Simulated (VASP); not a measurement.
# ZrB2 (P6/mmm) in VASP: notebook

Runs on ZrB2. Level: LDA. Tasks: single point.

Everything below comes from runs of VASP 6.6.1. Logs are shortened: lines on timing, memory, paths and dates and some standing lists are left out, and cuts for length are marked.

## 1. The cell of the first run

The structure is hexagonal, space group P6/mmm (No. 191). Conventional cell: a = 2.427 Å, b = 2.427 Å, c = 2.722 Å, α = 90.00°, β = 90.00°, γ = 120.00°. Within 2.6 Å of Zr (site symmetry 6/mmm) lie 12 B at 1.95 Å and 6 Zr at 2.43 Å. B (site symmetry -6m2) has 3 B at 1.40 Å within 1.9 Å.

## 2. Single point, LDA (volume scaled by 0.45)

Contents of INCAR:

```
PREC = Accurate ; ENCUT = 520
EDIFF = 1E-6 ; ISMEAR = -1
SIGMA = 0.05 ; LREAL = False
LASPH = True ; NELM = 80
ALGO = Normal ; ISIF = 2
LWAVE = False ; LCHARG = True
LELF = True ; LVHAR = True
NBANDS = 16
```

Contents of KPOINTS:

```
regular mesh
0
Gamma
  13 13 10
```

Contents of POSCAR:

```
ZrB2
1.0
    2.4273040255      0.0000000000      0.0000000000
   -1.2136520127      2.1021069488      0.0000000000
    0.0000000000      0.0000000000      2.7222284779
Zr B
1 2
Direct
    0.0000000000      0.0000000000      0.0000000000
    0.3333333333      0.6666666667      0.5000000000
    0.6666666667      0.3333333333      0.5000000000
```

Potentials or basis: VASP PAW LDA potentials, release 64 (Zr_sv, B).

Command:

```sh
$ cat potpaw_LDA.64/Zr_sv/POTCAR potpaw_LDA.64/B/POTCAR > POTCAR
$ mpirun -np 1 vasp_std > vasp.out
```

OUTCAR:

```text
PREC = Accurate
   ENCUT = 520
   EDIFF = 1E-6
   ISMEAR = -1
   LREAL = False
   LASPH = True
   NELM = 80
   ISIF = 2

 ion  position               nearest neighbor table
   1  0.000  0.000  0.000-   2 1.95   3 1.95   2 1.95   3 1.95   2 1.95   2 1.95   3 1.95   3 1.95
                             3 1.95   3 1.95   2 1.95   2 1.95
   2  0.333  0.667  0.500-   3 1.40   3 1.40   3 1.40   1 1.95   1 1.95   1 1.95   1 1.95   1 1.95
                             1 1.95
   3  0.667  0.333  0.500-   2 1.40   2 1.40   2 1.40   1 1.95   1 1.95   1 1.95   1 1.95   1 1.95
                             1 1.95

  LATTYP: Found a hexagonal cell.
 ALAT       =     2.4273040255
 C/A-ratio  =     1.1215028893

  Lattice vectors:

 A1 = (   2.4273040255,   0.0000000000,   0.0000000000)
 A2 = (  -1.2136520127,   2.1021069488,   0.0000000000)
 A3 = (   0.0000000000,   0.0000000000,   2.7222284779)

Analysis of symmetry for initial positions (statically):
=====================================================================
 Subroutine PRICEL returns:
 Original cell was already a primitive cell.

 Routine SETGRP: Setting up the symmetry group for a
 hexagonal supercell.

 Subroutine GETGRP returns: Found 24 space group operations
 (whereof 24 operations were pure point group operations)
 out of a pool of 24 trial point group operations.

The static configuration has the point symmetry D_6h.

Analysis of symmetry for dynamics (positions and initial velocities):
=====================================================================
 Subroutine PRICEL returns:
 Original cell was already a primitive cell.

 Routine SETGRP: Setting up the symmetry group for a
 hexagonal supercell.

 Subroutine GETGRP returns: Found 24 space group operations
 (whereof 24 operations were pure point group operations)
 out of a pool of 24 trial point group operations.

The dynamic configuration has the point symmetry D_6h.

 Subroutine INISYM returns: Found 24 space group operations
 (whereof 24 operations are pure point group operations),
 and found     1 'primitive' translations

----------------------------------------------------------------------------------------

                                     Primitive cell

  volume of cell :      13.8900

  direct lattice vectors                    reciprocal lattice vectors
     2.427304025  0.000000000  0.000000000     0.411979706  0.237856594  0.000000000
    -1.213652013  2.102106949  0.000000000     0.000000000  0.475713189  0.000000000
     0.000000000  0.000000000  2.722228478     0.000000000  0.000000000  0.367346095

  length of vectors
     2.427304025  2.427304025  2.722228478     0.475713189  0.475713189  0.367346095

  position of ions in fractional coordinates (direct lattice)
     0.000000000  0.000000000  0.000000000
     0.333333333  0.666666667  0.500000000
     0.666666667  0.333333333  0.500000000

  ion indices of the primitive-cell ions
   primitive index   ion index
                 1           1
                 2           2
                 3           3

----------------------------------------------------------------------------------------

 KPOINTS: regular mesh

Automatic generation of k-mesh.
 Grid dimensions read from file:
 generate k-points for:   13   13   10

 Generating k-lattice:

  Cartesian coordinates                     Fractional coordinates (reciprocal lattice)
     0.031690747  0.018296661  0.000000000     0.076923077  0.000000000  0.000000000
     0.000000000  0.036593322  0.000000000     0.000000000  0.076923077  0.000000000
     0.000000000  0.000000000  0.036734609     0.000000000  0.000000000  0.100000000

  Length of vectors
     0.036593322  0.036593322  0.036734609

  Shift w.r.t. Gamma in fractional coordinates (k-lattice)
     0.000000000  0.000000000  0.000000000

 Subroutine IBZKPT returns following result:
 ===========================================

 Found    126 irreducible k-points:

 Following reciprocal coordinates:
            Coordinates               Weight
  0.000000  0.000000  0.000000      1.000000
  0.076923  0.000000  0.000000      6.000000
  0.153846  0.000000  0.000000      6.000000
  0.230769  0.000000  0.000000      6.000000
  0.307692  0.000000  0.000000      6.000000
  0.384615  0.000000  0.000000      6.000000
[... 16 lines left out ...]
  0.076923  0.000000  0.100000     12.000000
  0.153846  0.000000  0.100000     12.000000
 [... further k-points ...]
   k-points           NKPTS =    126   k-points in BZ     NKDIM =    126   number of bands    NBANDS=     16
   number of dos      NEDOS =    301   number of ions     NIONS =      3
   total plane-waves  NPLWV =   6480
   dimension x,y,z NGX =    18 NGY =   18 NGZ =   20
   dimension x,y,z NGXF=    36 NGYF=   36 NGZF=   40
   ions per type =               1   2
   NGX,Y,Z   is equivalent  to a cutoff of  12.33, 12.33, 12.21 a.u.
   NGXF,Y,Z  is equivalent  to a cutoff of  24.66, 24.66, 24.43 a.u.
 SYSTEM =  unknown system
   PREC   = accura    normal or accurate (medium, high low for compatibility)
   ISTART =      0    job   : 0-new  1-cont  2-samecut
   ICHARG =      2    charge: 1-file 2-atom 10-const
   ISPIN  =      1    spin polarized calculation?
   LNONCOLLINEAR =      F non collinear calculations
   LSORBIT =      F    spin-orbit coupling
   LASPH  =      T    aspherical Exc in radial PAW
   ENCUT  =  520.0 eV  38.22 Ry    6.18 a.u.   4.51  4.51  5.06*2*pi/ulx,y,z
   NELM   =     80;   NELMIN=  2; NELMDL= -5     # of ELM steps
   EDIFF  = 0.1E-05   stopping-criterion for ELM
   LREAL  =      F    real-space projection
   EDIFFG = 0.1E-04   stopping-criterion for IOM
   NSW    =      0    number of steps for IOM
   IBRION =     -1    ionic relax: 0-MD 1-quasi-New 2-CG
   NFREE  =      0    steps in history (QN), initial steepest desc. (CG)
   ISIF   =      2    stress and relaxation
   ISYM   =      2    0-nonsym 1-usesym 2-fastsym
   POTIM  = 0.5000    time-step for ionic-motion
   TEBEG  =    0.0;   TEEND  =   0.0 temperature during run
   PSTRESS=    0.0 pullay stress
   NELECT =      18.0000    total number of electrons
   NUPDOWN=      -1.0000    fix difference up-down
   EMIN   =  10.00;   EMAX   =-10.00  energy-range for DOS
   EFERMI =   0.00;   METHOD = LEGACY
   ISMEAR =    -1;   SIGMA  =   0.05  broadening in eV -4-tet -1-fermi 0-gaus
   EFERMI_NEDOS =   21; number of points for ismear=-14 and -15
   IALGO  =     38    algorithm
   IMIX   =      4    mixing-type and parameters
     AMIX     =   0.40;   BMIX     =  1.00
     AMIX_MAG =   1.60;   BMIX_MAG =  1.00
  volume/ion in A,a.u.               =       4.63        31.24
  Fermi-wavevector in a.u.,A,eV,Ry     =   1.784834  3.372847 43.343157  3.185632
  Thomas-Fermi vector in A             =   2.848740
   LORBIT       =      0    0 simple, 1 ext, 2 COOP (PROOUT), +10 PAW based schemes
   GGA     = CA    functional components
   LHFCALC =     F    Hartree Fock is set to
   AEXX    =    0.0000 exact exchange contribution
   IVDW    =     0    specifies the selected vdW correction
   LEPSILON=     F    determine dielectric tensor
   LRPA    =     F    only Hartree local field effects (RPA)
 non-spin polarized calculation
  energy-cutoff  :      520.00
  volume of cell :       13.89
 maximum number of plane-waves:       388
 NGX is ok and might be reduce to    18
   NGX =  9   NGY =  9   NGZ = 11

 number of electron      18.0000000 magnetization

 Free energy of the ion-electron system (eV)
  ---------------------------------------------------
  ext. energy  EPLUGINS =         0.00000000
  ---------------------------------------------------
  free energy    TOTEN  =        -5.69125015 eV

  energy without entropy =       -5.68506573  energy(sigma->0) =       -5.68815794

 E-fermi :  23.1581     XC(G=0): -16.7346

 val. band max:       23.1395838128   @ k =   0.3846   0.1538   0.3000
 cond. band min:      23.1924555261   @ k =   0.3077   0.1538   0.1000
 fundamental gap:      0.0528717132
 Fermi energy:        23.1580533884

 k-point     1 :       0.0000    0.0000    0.0000
  band No.  band energies     occupation
      1     -26.3648      2.00000
      2      -4.7008      2.00000
      3      -0.4054      2.00000
      4      -0.4054      2.00000
      5       8.1589      2.00000
      6      17.1465      2.00000
[... 8 lines left out ...]
     15      31.8532      0.00000
     16      31.8532      0.00000

 k-point     2 :       0.0769    0.0000    0.0000
  band No.  band energies     occupation
      1     -26.2684      2.00000
      2      -4.5948      2.00000
      3      -1.0169      2.00000
      4      -0.5504      2.00000
      5       8.3451      2.00000
      6      16.8482      2.00000
[... 8 lines left out ...]
     15      33.8929      0.00000
     16      34.1769      0.00000

 k-point     3 :       0.1538    0.0000    0.0000
  band No.  band energies     occupation
      1     -25.9913      2.00000
      2      -4.2898      2.00000
      3      -2.5212      2.00000
      4      -0.9310      2.00000
      5       8.7700      2.00000
      6      16.1214      2.00000
[... 8 lines left out ...]
     15      35.1816      0.00000
     16      36.6261      0.00000

 k-point     4 :       0.2308    0.0000    0.0000
  band No.  band energies     occupation
      1     -25.5723      2.00000
      2      -4.3554      2.00000
      3      -3.8277      2.00000
      4      -1.4235      2.00000
      5       9.2612      2.00000
      6      15.3668      2.00000
[... 8 lines left out ...]
     15      37.5293      0.00000
     16      39.7347      0.00000
[... 324 lines left out ...]
 k-point    22 :       0.0000    0.0000    0.1000
  band No.  band energies     occupation
      1     -26.3238      2.00000
      2      -5.1442      2.00000
      3      -0.3683      2.00000
      4      -0.3683      2.00000
      5       8.8776      2.00000
      6      17.3238      2.00000
[... 8 lines left out ...]
     15      34.5169      0.00000
     16      34.5169      0.00000

 k-point    23 :       0.0769    0.0000    0.1000
  band No.  band energies     occupation
      1     -26.2272      2.00000
      2      -5.0393      2.00000
      3      -0.9765      2.00000
      4      -0.5108      2.00000
      5       9.0684      2.00000
      6      16.9848      2.00000
[... 8 lines left out ...]
     15      34.5250      0.00000
     16      34.8105      0.00000

 k-point    24 :       0.1538    0.0000    0.1000
  band No.  band energies     occupation
      1     -25.9496      2.00000
      2      -4.7373      2.00000
      3      -2.4754      2.00000
      4      -0.8854      2.00000
      5       9.4961      2.00000
      6      16.1412      2.00000
[... 8 lines left out ...]
     15      36.3256      0.00000
     16      36.3270      0.00000

 [... further k-points ...]
[... 5 lines left out ...]
  --------------------------------------------------------------------------------------
  -------------------------------------------------------------------------------------
  Total       66.6339722     66.6339722     70.6286737      0.0000000      0.0000000     -0.0000000
  in kB     7686.0415692   7686.0415692   8146.8191669      0.0000002      0.0000000     -0.0000000
  external PRESSURE =    7839.6341018 kB  Pullay stress =       0.0000000 kB

 VOLUME and BASIS-vectors are now :
 -----------------------------------------------------------------------------
  energy-cutoff  :      520.00
  volume of cell :       13.89
      direct lattice vectors                 reciprocal lattice vectors
     2.427304025  0.000000000  0.000000000     0.411979706  0.237856594  0.000000000
    -1.213652013  2.102106949  0.000000000     0.000000000  0.475713189  0.000000000
     0.000000000  0.000000000  2.722228478     0.000000000  0.000000000  0.367346095

 POSITION                                       TOTAL-FORCE (eV/Angst)
 -----------------------------------------------------------------------------------
      0.00000      0.00000      0.00000        -0.000000      0.000000      0.000000
     -0.00000      1.40140      1.36111         0.000000      0.000000      0.000000
      1.21365      0.70070      1.36111        -0.000000     -0.000000      0.000000
 -----------------------------------------------------------------------------------
    total drift:                               -0.000000      0.000000     -0.000000

  FREE ENERGIE OF THE ION-ELECTRON SYSTEM (eV)
  ---------------------------------------------------
  free  energy   TOTEN  =        -5.6912501511 eV

  energy  without entropy=       -5.6850657256  energy(sigma->0) =       -5.68815794
```

Wall time 20 s (1 thread of Intel Xeon Platinum 8488C (Sapphire Rapids), shared host); peak memory 0.14 GiB.

The run converged, but its numbers aren't listed here, since they failed a check.

## 3. Single point, LDA (volume scaled by 0.5)

Contents of INCAR:

```
SYSTEM = ZrB2
PREC = Accurate
ENCUT = 520
EDIFF = 1E-7
ISMEAR = -1
SIGMA = 0.05
LREAL = .FALSE.
LASPH = .TRUE.
NELM = 60
ALGO = Normal
ISIF = 2
LWAVE = .FALSE.
LCHARG = .TRUE.
GGA = CA
LELF = .TRUE.
LVHAR = .TRUE.
NBANDS = 16
```

Contents of KPOINTS:

```
regular mesh
0
G
  13 13 10
  0 0 0
```

Contents of POSCAR:

```
ZrB2
1.0
    2.5140659900      0.0000000000      0.0000000000
   -1.2570329950      2.1772450141      0.0000000000
    0.0000000000      0.0000000000      2.8195322717
Zr B
1 2
Direct
    0.0000000000      0.0000000000      0.0000000000
    0.3333333333      0.6666666667      0.5000000000
    0.6666666667      0.3333333333      0.5000000000
```

Potentials or basis: VASP PAW LDA potentials, release 64 (Zr_sv, B).

Command:

```sh
$ cat potpaw_LDA.64/Zr_sv/POTCAR potpaw_LDA.64/B/POTCAR > POTCAR
$ mpirun -np 1 vasp_std > vasp.out
```

It took 23 s on 1 thread of Intel Xeon Platinum 8488C (Sapphire Rapids), shared host; peak memory 0.14 GiB.

The run converged. Its results:

* Free energy: -12.1582 eV
* Pressure: 569.4 GPa
* Band gap on the k mesh: zero (band 9 reaches 22.88 eV, above the bottom of band 10 at 19.32 eV)

Stress tensor (GPa, compression positive):
```
560.80   0.00   0.00
  0.00 560.80   0.00
  0.00   0.00 586.57
```

Levels at points of the mesh, in eV from the Fermi level:
```tsv
k point	band 7	band 8	band 9	band 10	band 11	band 12
(0.00, 0.00, 0.00)	-5.04	-4.93	-0.54	6.90	6.90	7.87
(0.00, 0.00, 0.50)	-1.92	-1.92	-0.04	-0.04	0.50	0.50
```

(Part 1 of 2 ends here.)
